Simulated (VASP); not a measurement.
Here is a VASP 6.6.1 calculation.

POSCAR

```
BaHfO3
1.0
    4.3023705340      0.0000000000      0.0000000000
    0.0000000000      4.3023705340      0.0000000000
    0.0000000000      0.0000000000      4.3023705340
Ba Hf O
1 1 3
Direct
    0.0000000000      0.0000000000      0.0000000000
    0.5000000000      0.5000000000      0.5000000000
    0.5000000000      0.5000000000      0.0000000000
    0.5000000000      0.0000000000      0.5000000000
    0.0000000000      0.5000000000      0.5000000000
```

Contents of INCAR.step1:

```
SYSTEM = BaHfO3
ALGO = Normal ; EDIFF = 1E-5
ENCUT = 520 ; GGA = PE
ISIF = 2 ; ISMEAR = 0
LASPH = .True. ; LCHARG = .False.
LREAL = .False. ; LWAVE = .True.
NBANDS = 27 ; NELM = 60
PREC = Accurate ; SIGMA = 0.01
```

The input INCAR.step2:

```
SYSTEM = BaHfO3
ALGO = Normal ; EDIFF = 1E-7
ENCUT = 520 ; GGA = PE
HFSCREEN = 0.2079 ; ISIF = 2
ISMEAR = 0 ; ISTART = 1
LASPH = .True. ; LCHARG = .False.
LHFCALC = .True. ; LREAL = .False.
LWAVE = .False. ; NBANDS = 27
NELM = 60 ; PREC = Accurate
PRECFOCK = Fast ; SIGMA = 0.01
```

File KPOINTS:

```
k-points
0
Gamma
  4 4 4
  0 0 0
```

Potentials or basis: VASP PAW PBE potentials, release 64 (Ba_sv, Hf_pv, O).

Command:

```sh
$ cat potpaw_PBE.64/Ba_sv/POTCAR potpaw_PBE.64/Hf_pv/POTCAR potpaw_PBE.64/O/POTCAR > POTCAR
$ cp INCAR.step1 INCAR
$ mpirun -np 1 vasp_std > vasp.out
$ cp INCAR.step2 INCAR
$ mpirun -np 1 vasp_std > vasp.out
```

What does it give for the band gap on the k mesh?

4.83 eV (least direct gap 5.15 eV).

Estimate the pressure.

-13.7 GPa.

Caveat: the cell differs from its parent crystal (strain +3.0%); the cell stands under tension; the PAW data sets were made with another functional, which shifts forces and pressure a little; spin-orbit coupling is left out, which moves the levels of the heavy elements. A k mesh can miss the band edges.
